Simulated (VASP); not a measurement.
A run of VASP 6.6.1 is set up as follows.

Contents of INCAR:

```
PREC     = Accurate       # precision mode
ENCUT    = 520            # plane-wave cutoff, eV
EDIFF    = 1E-6           # SCF threshold, eV
ISMEAR   = 0              # smearing method
SIGMA    = 0.05           # smearing width, eV
LREAL    = False          # projectors in reciprocal space
LASPH    = True           # aspherical terms in the spheres
NELM     = 100            # most SCF steps
ALGO     = Normal         # electronic algorithm
ISIF     = 2              # what is computed and relaxed
LWAVE    = False          # write WAVECAR
LCHARG   = False          # write CHGCAR
GGA      = CA             # functional
NBANDS   = 41             # bands
```

KPOINTS

```
Automatic mesh
0
Gamma
  6 6 6
```

Contents of POSCAR:

```
AlGa3N4
1.0
    4.6066047006     -0.2046381979     -0.2046381979
   -0.2046381979      4.6066047006     -0.2046381979
   -0.2046381979     -0.2046381979      4.6066047006
Al Ga N
1 3 4
Direct
    0.0000000000      0.0000000000      0.0000000000
    0.5000000000      0.5000000000      0.0000000000
    0.5000000000      0.0000000000      0.5000000000
    0.0000000000      0.5000000000      0.5000000000
    0.7548078379      0.7548078379      0.2451921621
    0.7548078379      0.2451921621      0.7548078379
    0.2451921621      0.7548078379      0.7548078379
    0.2451921621      0.2451921621      0.2451921621
```

Potentials or basis: VASP PAW LDA potentials, release 64 (Al, Ga_d, N).

Command:

```bash
$ cat potpaw_LDA.64/Al/POTCAR potpaw_LDA.64/Ga_d/POTCAR potpaw_LDA.64/N/POTCAR > POTCAR
$ mpirun -np 1 vasp_std > vasp.out
```

Task: Predict the band gap on the k mesh.

Result: 1.31 eV.

Task: What does it give for the pressure?

Result: -13.0 GPa.

Forces on the atoms (eV/Å):
```
Al  -0.870 -0.870 -0.870
Ga  -0.892 -0.892 -0.764
Ga  -0.892 -0.764 -0.892
Ga  -0.764 -0.892 -0.892
N    0.882  0.882  0.732
N    0.882  0.732  0.882
N    0.732  0.882  0.882
N    0.922  0.922  0.922
```

Caveat: the cell stands under tension; forces of over 1 eV/Å act on the atoms, so gaps and moduli don't describe the material at rest.
